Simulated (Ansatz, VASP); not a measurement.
# Two plane-wave programs on CdS

```
Cd S
1.0
     4.15000    0.00000    0.00000
    -2.07500    3.59401    0.00000
     0.00000    0.00000    6.73700
Cd S
2 2
Direct
  0.66667 0.33333 0.50000
  0.33333 0.66667 0.00000
  0.66667 0.33333 0.87500
  0.33333 0.66667 0.37500
```

Alike in both runs: task single point; functional PBE; k mesh 7 × 7 × 4; occupations gaussian, width 0.019 eV; no spin polarisation.

|  | VASP | Ansatz |
| --- | --- | --- |
| version | VASP 6.6.1 | Ansatz 0.2.0 |
| potentials or method | VASP PAW PBE potentials, release 64 (Cd, S) | Ansatz PAW |
| plane-wave cutoff (eV) | 520 | 420 |
| valence electrons in the cell | 36 | 52 |

```tsv
	VASP	Ansatz	Ansatz less VASP
gap on the k mesh at the Fermi level (eV)	1.20	1.20	-0.003
least direct gap on the mesh (eV)	1.20	1.20	-0.003
pressure (GPa)	2.4	2.1	-0.34
traceless stress, the component that is largest in VASP (GPa)	0.44	0.42	-0.014
rms of the force components (eV/Å)	0.040	0.039	-0.0008
```

Atom by atom the forces differ by 0.001 eV/Å (rms over components). The functional is the same, so the differences come from potentials, cutoffs and numerics. VASP's potentials hold 36 valence electrons a cell and Ansatz's 52, so a difference there can come from the potentials and not from the codes.

Noted on Ansatz's run: odd divisions of the mesh miss points on the zone boundary, where band edges often lie, so the gap on the mesh can be too wide.
